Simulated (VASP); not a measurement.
A run of VASP 6.6.1:

The input INCAR:

```
PREC = Accurate
ENCUT = 520
EDIFF = 1E-7
ISMEAR = 0
SIGMA = 0.05
LREAL = F
LASPH = T
NELM = 60
ALGO = Normal
ISIF = 2
LWAVE = F
LCHARG = T
GGA = PS
LELF = T
LVHAR = T
NBANDS = 31
```

The input KPOINTS:

```
regular mesh
0
Gamma
  12 12 12
```

POSCAR

```
C
1.0
    1.2910000000      0.7453591975      9.7660333333
   -1.2910000000      0.7453591975      9.7660333333
    0.0000000000     -1.4907183950      9.7660333333
C
10
Direct
    0.0248220069      0.0248220069      0.0248220069
    0.9751779931      0.9751779931      0.9751779931
    0.1086877374      0.1086877374      0.1086877374
    0.8913122626      0.8913122626      0.8913122626
    0.1583652898      0.1583652898      0.1583652898
    0.8416347102      0.8416347102      0.8416347102
    0.3748635523      0.3748635523      0.3748635523
    0.6251364477      0.6251364477      0.6251364477
    0.4253181912      0.4253181912      0.4253181912
    0.5746818088      0.5746818088      0.5746818088
```

Potentials or basis: VASP PAW PBE potentials, release 64 (C).

The run is started by

```console
$ cat potpaw_PBE.64/C/POTCAR > POTCAR
$ mpirun -np 1 vasp_std > vasp.out
```

Hardware: 1 thread of Intel(R) Xeon(R) 6975P-C (Granite Rapids), on a shared host.

Estimate the wall time of this run.

It took 38 min on 1 thread of Intel(R) Xeon(R) 6975P-C (Granite Rapids), on a shared host, peak memory 1 GiB. Counts: scf iterations 13, k points 189.
